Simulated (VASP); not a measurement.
# W2O3 (Pn-3m) in VASP: further runs

Runs on W2O3. Level: PBE. Tasks: single point.

All numbers are computed with VASP 6.6.1; they aren't measurements. Logs are shortened: lines on timing, memory, paths and dates and some standing lists are left out, and cuts for length are marked.

### 1 The cell of the first run

It takes space group Pn-3m (No. 224, cubic). The conventional cell has a = 4.820 Å, b = 4.820 Å, c = 4.820 Å, α = 90.00°, β = 90.00°, γ = 90.00°. W (site symmetry -3m) has 6 O at 2.09 Å within 2.8 Å. Within 2.8 Å of O (site symmetry -42m) lie 4 W at 2.09 Å and 4 O at 2.41 Å.

### 2 Single point, PBE

INCAR reads:

```
ALGO = Normal ; EDIFF = 1E-6
ENCUT = 520 ; GGA = PE
ISIF = 2 ; ISMEAR = -1
LASPH = True ; LCHARG = True
LELF = True ; LREAL = False
LVHAR = True ; LWAVE = False
NBANDS = 57 ; NELM = 80
PREC = Accurate ; SIGMA = 0.06122561905347299
```

KPOINTS reads:

```
k-points
0
Gamma
  12 12 12
```

POSCAR reads:

```
W2O3
1.0
    4.8200511170      0.0000000000      0.0000000000
    0.0000000000      4.8200511170      0.0000000000
    0.0000000000      0.0000000000      4.8200511170
W O
4 6
Direct
    0.2500000000      0.2500000000      0.2500000000
    0.7500000000      0.7500000000      0.2500000000
    0.7500000000      0.2500000000      0.7500000000
    0.2500000000      0.7500000000      0.7500000000
    0.5000000000      0.0000000000      0.0000000000
    0.0000000000      0.5000000000      0.0000000000
    0.0000000000      0.0000000000      0.5000000000
    0.5000000000      0.5000000000      0.0000000000
    0.5000000000      0.0000000000      0.5000000000
    0.0000000000      0.5000000000      0.5000000000
```

Potentials or basis: VASP PAW PBE potentials, release 64 (W_sv, O).

Launch:

```
cat potpaw_PBE.64/W_sv/POTCAR potpaw_PBE.64/O/POTCAR > POTCAR
mpirun -np 1 vasp_std > vasp.out
```

OUTCAR:

```text
EDIFF = 1E-6
   ENCUT = 520
   GGA = PE
   ISIF = 2
   ISMEAR = -1
   LASPH = True
   LREAL = False
   NELM = 80
   PREC = Accurate

 ion  position               nearest neighbor table
   1  0.250  0.250  0.250-   5 2.09   6 2.09   7 2.09   8 2.09   9 2.09  10 2.09   2 3.41   3 3.41
                             4 3.41   3 3.41   4 3.41   2 3.41   4 3.41   4 3.41   2 3.41   3 3.41
   2  0.750  0.750  0.250-   5 2.09   6 2.09   7 2.09   8 2.09   9 2.09  10 2.09   1 3.41   3 3.41
                             4 3.41   3 3.41   4 3.41   1 3.41   3 3.41   3 3.41   1 3.41   4 3.41
   3  0.750  0.250  0.750-   5 2.09   6 2.09   7 2.09   8 2.09   9 2.09  10 2.09   1 3.41   2 3.41
                             4 3.41   1 3.41   2 3.41   2 3.41   4 3.41   2 3.41   1 3.41   4 3.41
   4  0.250  0.750  0.750-   5 2.09   6 2.09   7 2.09   8 2.09   9 2.09  10 2.09   1 3.41   2 3.41
                             3 3.41   1 3.41   2 3.41   1 3.41   3 3.41   1 3.41   2 3.41   3 3.41
   5  0.500  0.000  0.000-   1 2.09   2 2.09   3 2.09   4 2.09
   6  0.000  0.500  0.000-   1 2.09   2 2.09   3 2.09   4 2.09
   7  0.000  0.000  0.500-   1 2.09   2 2.09   3 2.09   4 2.09
   8  0.500  0.500  0.000-   1 2.09   2 2.09   3 2.09   4 2.09
   9  0.500  0.000  0.500-   1 2.09   2 2.09   3 2.09   4 2.09
  10  0.000  0.500  0.500-   1 2.09   2 2.09   3 2.09   4 2.09

  LATTYP: Found a simple cubic cell.
 ALAT       =     4.8200511170

  Lattice vectors:

 A1 = (   4.8200511170,   0.0000000000,   0.0000000000)
 A2 = (   0.0000000000,   4.8200511170,   0.0000000000)
 A3 = (   0.0000000000,   0.0000000000,   4.8200511170)

Analysis of symmetry for initial positions (statically):
=====================================================================
 Subroutine PRICEL returns:
 Original cell was already a primitive cell.

 Routine SETGRP: Setting up the symmetry group for a
 simple cubic supercell.

 Subroutine GETGRP returns: Found 48 space group operations
 (whereof 24 operations were pure point group operations)
 out of a pool of 48 trial point group operations.

The static configuration has the point symmetry T_d .
 The point group associated with its full space group is O_h .

Analysis of symmetry for dynamics (positions and initial velocities):
=====================================================================
 Subroutine PRICEL returns:
 Original cell was already a primitive cell.

 Routine SETGRP: Setting up the symmetry group for a
 simple cubic supercell.

 Subroutine GETGRP returns: Found 48 space group operations
 (whereof 24 operations were pure point group operations)
 out of a pool of 48 trial point group operations.

The dynamic configuration has the point symmetry T_d .
 The point group associated with its full space group is O_h .

 Subroutine INISYM returns: Found 48 space group operations
 (whereof 24 operations are pure point group operations),
 and found     1 'primitive' translations

----------------------------------------------------------------------------------------

                                     Primitive cell

  volume of cell :     111.9837

  direct lattice vectors                    reciprocal lattice vectors
     4.820051117  0.000000000  0.000000000     0.207466679  0.000000000  0.000000000
     0.000000000  4.820051117  0.000000000     0.000000000  0.207466679  0.000000000
     0.000000000  0.000000000  4.820051117     0.000000000  0.000000000  0.207466679

  length of vectors
     4.820051117  4.820051117  4.820051117     0.207466679  0.207466679  0.207466679

  position of ions in fractional coordinates (direct lattice)
     0.250000000  0.250000000  0.250000000
     0.750000000  0.750000000  0.250000000
     0.750000000  0.250000000  0.750000000
     0.250000000  0.750000000  0.750000000
     0.500000000  0.000000000  0.000000000
     0.000000000  0.500000000  0.000000000
     0.000000000  0.000000000  0.500000000
     0.500000000  0.500000000  0.000000000
     0.500000000  0.000000000  0.500000000
     0.000000000  0.500000000  0.500000000

  ion indices of the primitive-cell ions
   primitive index   ion index
                 1           1
                 2           2
                 3           3
                 4           4
                 5           5
                 6           6
                 7           7
                 8           8
                 9           9
                10          10

----------------------------------------------------------------------------------------

 KPOINTS: k-points

Automatic generation of k-mesh.
 Grid dimensions read from file:
 generate k-points for:   12   12   12

 Generating k-lattice:

  Cartesian coordinates                     Fractional coordinates (reciprocal lattice)
     0.017288890  0.000000000  0.000000000     0.083333333  0.000000000  0.000000000
     0.000000000  0.017288890  0.000000000     0.000000000  0.083333333  0.000000000
     0.000000000  0.000000000  0.017288890     0.000000000  0.000000000  0.083333333

  Length of vectors
     0.017288890  0.017288890  0.017288890

  Shift w.r.t. Gamma in fractional coordinates (k-lattice)
     0.000000000  0.000000000  0.000000000

 Subroutine IBZKPT returns following result:
 ===========================================

 Found     84 irreducible k-points:

 Following reciprocal coordinates:
            Coordinates               Weight
  0.000000  0.000000  0.000000      1.000000
  0.083333  0.000000  0.000000      6.000000
  0.166667  0.000000  0.000000      6.000000
  0.250000  0.000000  0.000000      6.000000
  0.333333  0.000000  0.000000      6.000000
  0.416667  0.000000  0.000000      6.000000
[... 16 lines left out ...]
  0.333333  0.333333  0.000000     12.000000
  0.416667  0.333333  0.000000     24.000000
 [... further k-points ...]
   k-points           NKPTS =     84   k-points in BZ     NKDIM =     84   number of bands    NBANDS=     57
   number of dos      NEDOS =    301   number of ions     NIONS =     10
   total plane-waves  NPLWV =  46656
   dimension x,y,z NGX =    36 NGY =   36 NGZ =   36
   dimension x,y,z NGXF=    72 NGYF=   72 NGZF=   72
   ions per type =               4   6
   NGX,Y,Z   is equivalent  to a cutoff of  12.42, 12.42, 12.42 a.u.
   NGXF,Y,Z  is equivalent  to a cutoff of  24.83, 24.83, 24.83 a.u.
 SYSTEM =  unknown system
   PREC   = accura    normal or accurate (medium, high low for compatibility)
   ISTART =      0    job   : 0-new  1-cont  2-samecut
   ICHARG =      2    charge: 1-file 2-atom 10-const
   ISPIN  =      1    spin polarized calculation?
   LNONCOLLINEAR =      F non collinear calculations
   LSORBIT =      F    spin-orbit coupling
   LASPH  =      T    aspherical Exc in radial PAW
   ENCUT  =  520.0 eV  38.22 Ry    6.18 a.u.   8.96  8.96  8.96*2*pi/ulx,y,z
   NELM   =     80;   NELMIN=  2; NELMDL= -5     # of ELM steps
   EDIFF  = 0.1E-05   stopping-criterion for ELM
   LREAL  =      F    real-space projection
   EDIFFG = 0.1E-04   stopping-criterion for IOM
   NSW    =      0    number of steps for IOM
   IBRION =     -1    ionic relax: 0-MD 1-quasi-New 2-CG
   NFREE  =      0    steps in history (QN), initial steepest desc. (CG)
   ISIF   =      2    stress and relaxation
   ISYM   =      2    0-nonsym 1-usesym 2-fastsym
   POTIM  = 0.5000    time-step for ionic-motion
   TEBEG  =    0.0;   TEEND  =   0.0 temperature during run
   PSTRESS=    0.0 pullay stress
   NELECT =      92.0000    total number of electrons
   NUPDOWN=      -1.0000    fix difference up-down
   EMIN   =  10.00;   EMAX   =-10.00  energy-range for DOS
   EFERMI =   0.00;   METHOD = LEGACY
   ISMEAR =    -1;   SIGMA  =   0.06  broadening in eV -4-tet -1-fermi 0-gaus
   EFERMI_NEDOS =   21; number of points for ismear=-14 and -15
   IALGO  =     38    algorithm
   IMIX   =      4    mixing-type and parameters
     AMIX     =   0.40;   BMIX     =  1.00
     AMIX_MAG =   1.60;   BMIX_MAG =  1.00
  volume/ion in A,a.u.               =      11.20        75.57
  Fermi-wavevector in a.u.,A,eV,Ry     =   1.533272  2.897463 31.986239  2.350922
  Thomas-Fermi vector in A             =   2.640362
   LORBIT       =      0    0 simple, 1 ext, 2 COOP (PROOUT), +10 PAW based schemes
   GGA     = PE    functional components
   LHFCALC =     F    Hartree Fock is set to
   AEXX    =    0.0000 exact exchange contribution
   IVDW    =     0    specifies the selected vdW correction
   LEPSILON=     F    determine dielectric tensor
   LRPA    =     F    only Hartree local field effects (RPA)
 non-spin polarized calculation
  energy-cutoff  :      520.00
  volume of cell :      111.98
 maximum number of plane-waves:      3048
 NGX is ok and might be reduce to    36
   NGX = 17   NGY = 17   NGZ = 17

 number of electron      91.9999936 magnetization

 Free energy of the ion-electron system (eV)
  ---------------------------------------------------
  ext. energy  EPLUGINS =         0.00000000
  ---------------------------------------------------
  free energy    TOTEN  =       -90.55860891 eV

  energy without entropy =      -90.37036785  energy(sigma->0) =      -90.46448838

 E-fermi :   9.2028     XC(G=0): -12.5349

 val. band max:        9.2022031393   @ k =   0.5000   0.2500   0.1667
 cond. band min:       9.2042934337   @ k =   0.4167   0.3333   0.3333
 fundamental gap:      0.0020902944
 Fermi energy:         9.2027916631

 k-point     1 :       0.0000    0.0000    0.0000
  band No.  band energies     occupation
      1     -66.1469      2.00000
      2     -66.1331      2.00000
      3     -66.1331      2.00000
      4     -66.1331      2.00000
      5     -30.6781      2.00000
      6     -30.6781      2.00000
[... 1429 lines left out ...]
     56      13.0381      0.00000
     57      13.1707      0.00000

 [... further k-points ...]

------------------------ aborting loop because EDIFF is reached ----------------------------------------

  FORCE on cell =-STRESS in cart. coord.  units (eV):
  Direction    XX          YY          ZZ          XY          YZ          ZX
  --------------------------------------------------------------------------------------
  -------------------------------------------------------------------------------------
  Total        4.9992203      4.9992203      4.9992203      0.0000000     -0.0000000      0.0000000
  in kB       71.5250092     71.5250092     71.5250092      0.0000000     -0.0000000      0.0000000
  external PRESSURE =      71.5250092 kB  Pullay stress =       0.0000000 kB

 VOLUME and BASIS-vectors are now :
 -----------------------------------------------------------------------------
  energy-cutoff  :      520.00
  volume of cell :      111.98
      direct lattice vectors                 reciprocal lattice vectors
     4.820051117  0.000000000  0.000000000     0.207466679  0.000000000  0.000000000
     0.000000000  4.820051117  0.000000000     0.000000000  0.207466679  0.000000000
     0.000000000  0.000000000  4.820051117     0.000000000  0.000000000  0.207466679

 POSITION                                       TOTAL-FORCE (eV/Angst)
 -----------------------------------------------------------------------------------
      1.20501      1.20501      1.20501         0.000000      0.000000      0.000000
      3.61504      3.61504      1.20501        -0.000000     -0.000000     -0.000000
      3.61504      1.20501      3.61504        -0.000000      0.000000      0.000000
      1.20501      3.61504      3.61504        -0.000000     -0.000000      0.000000
      2.41003      0.00000      0.00000         0.000000     -0.000000      0.000000
      0.00000      2.41003      0.00000         0.000000      0.000000      0.000000
      0.00000      0.00000      2.41003         0.000000     -0.000000     -0.000000
      2.41003      2.41003      0.00000         0.000000      0.000000     -0.000000
      2.41003      0.00000      2.41003         0.000000      0.000000     -0.000000
      0.00000      2.41003      2.41003         0.000000      0.000000     -0.000000
 -----------------------------------------------------------------------------------
    total drift:                               -0.000000      0.000000     -0.000000

  FREE ENERGIE OF THE ION-ELECTRON SYSTEM (eV)
  ---------------------------------------------------
  free  energy   TOTEN  =       -90.5586089052 eV

  energy  without entropy=      -90.3703678453  energy(sigma->0) =      -90.46448838
```

Wall time 2.7 min (1 thread of Intel Xeon 6975P-C (Granite Rapids), shared host); peak memory 0.47 GiB.

What came out:

* Free energy: -90.5586 eV
* Pressure: 7.2 GPa
* Band gap on the k mesh: zero (band 46 reaches 9.31 eV, above the bottom of band 47 at 9.00 eV)

Levels at points of the mesh, in eV from the Fermi level:
```csv
k point,band 43,band 44,band 45,band 46,band 47,band 48,band 49,band 50
"(0.00, 0.00, 0.00)",-1.03,-1.03,-0.54,-0.54,0.86,0.86,0.86,1.62
"(0.50, 0.00, 0.00)",-0.24,-0.24,0.10,0.10,0.24,0.24,0.51,0.51
"(0.50, 0.50, 0.00)",-0.62,-0.62,-0.22,-0.22,0.07,0.07,1.07,1.07
"(0.50, 0.50, 0.50)",-0.75,-0.75,0.01,0.01,0.15,0.15,0.15,1.29
```

Caveat: spin-orbit coupling is left out, which moves the levels of the heavy elements.

(Part 1 of 2 ends here.)
